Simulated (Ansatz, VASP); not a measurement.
**One calculation of CsAs3, two programs**

```
CELL_PARAMETERS angstrom
4.71338 0.00000 0.00000
0.00000 4.71338 0.00000
0.00000 0.00000 4.71338
ATOMIC_POSITIONS crystal
Cs 0.00000 0.00000 0.00000
As 0.00000 0.50000 0.50000
As 0.50000 0.00000 0.50000
As 0.50000 0.50000 0.00000
```

Alike in both runs: functional PBE; k mesh 10 × 10 × 10; occupations gaussian, width 0.1 eV; no spin polarisation.

Ansatz relaxed the structure, and its values are those at the end. VASP's run is a single point on that final structure, the one shown.

|  | VASP | Ansatz |
| --- | --- | --- |
| version | VASP 6.6.1 | Ansatz 0.2.0 |
| potentials or method | VASP PAW PBE potentials, release 64 (Cs_sv, As), cutoff 520 eV | scalar-relativistic, plane waves, PAW |
| valence electrons in the cell | 24 | 54 |

VASP gave:

| Property | Result |
| --- | --- |
| gap on the k mesh at the Fermi level (eV) | none |
| pressure (GPa) | 0.1 |

Which values does Ansatz return?

gap on the k mesh at the Fermi level (eV): none; pressure (GPa): 0.0.

A gap of «none» marks a metal or a gap that the smearing closes. VASP's potentials hold 24 valence electrons a cell and Ansatz's 54, so a difference there can come from the potentials and not from the codes.

Spin-orbit coupling is off throughout.
